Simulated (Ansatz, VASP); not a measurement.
## NaF in VASP and in Ansatz

File INCAR:

```
SYSTEM = NaF
PREC = Accurate
ENCUT = 520
EDIFF = 1E-7
ISMEAR = -1
SIGMA = 0.02
LREAL = .FALSE.
LASPH = .TRUE.
NELM = 100
ALGO = Normal
ISIF = 2
LWAVE = .FALSE.
LCHARG = .FALSE.
GGA = PE
NBANDS = 14
```

The input KPOINTS:

```
regular mesh
0
G
  10 10 10
  0 0 0
```

The input POSCAR:

```
NaF
1.0
    0.0000000000      2.2971680842      2.4120264884
    2.2971680842      0.0000000000      2.4120264884
    2.2971680842      2.2971680842      0.0000000000
Na F
1 1
Direct
    0.0000000000      0.0000000000      0.0000000000
    0.5000000000      0.5000000000      0.5000000000
```

Input for Ansatz:

```yaml
crystal:
  lattice:
    - [0.0, 2.2971680842, 2.4120264884]
    - [2.2971680842, 0.0, 2.4120264884]
    - [2.2971680842, 2.2971680842, 0.0]
  atoms:
    - { symbol: Na, position: [0.0, 0.0, 0.0] }
    - { symbol: F, position: [0.5, 0.5, 0.5] }
kpoints:
  mp_grid: { grid: [10, 10, 10] }
  band_path:
    path:
      - [0.0, 0.0, 0.0]
      - [0.5, 0.0, 0.5]
      - [0.625, 0.25, 0.625]
      - [0.375, 0.375, 0.75]
      - [0.5, 0.5, 0.5]
      - [0.5, 0.25, 0.75]
    npoints: 1
hamiltonian:
  xc: pbe
scf:
  occupations: { method: fermi_dirac, width: 0.02 }
  n_extra_bands: 4
output:
  forces: true
  stress: true
  eigenvalues: true
  write_density: true
  write_potential: true
  elf: true
  volumetric_format: npy
```

Change from the starting cell: uniaxial_z strain +5.0%.

Alike in both runs: task single point; functional PBE; k mesh 10 × 10 × 10; occupations fermi-dirac, width 0.02 eV; no spin polarisation.

|  | VASP | Ansatz |
| --- | --- | --- |
| version | VASP 6.6.1 | Ansatz 0.2.0 |
| potentials or method | VASP PAW PBE potentials, release 64 (Na_pv, F) | plane waves, PAW |
| plane-wave cutoff (eV) | 520 | 420 |
| valence electrons in the cell | 14 | 16 |

Ansatz gave:

| Item | Value |
| --- | --- |
| gap on the k mesh at the Fermi level (eV) | 6.19 |
| pressure (GPa) | 1.2 |
| traceless stress, the component that is largest in VASP (GPa) | -2.29 |

Task: Which values does VASP return?

Result: gap on the k mesh at the Fermi level (eV): 6.17; pressure (GPa): 1.1; traceless stress, the component that is largest in VASP (GPa): -2.36.

VASP's potentials hold 14 valence electrons a cell and Ansatz's 16, so a difference there can come from the potentials and not from the codes.
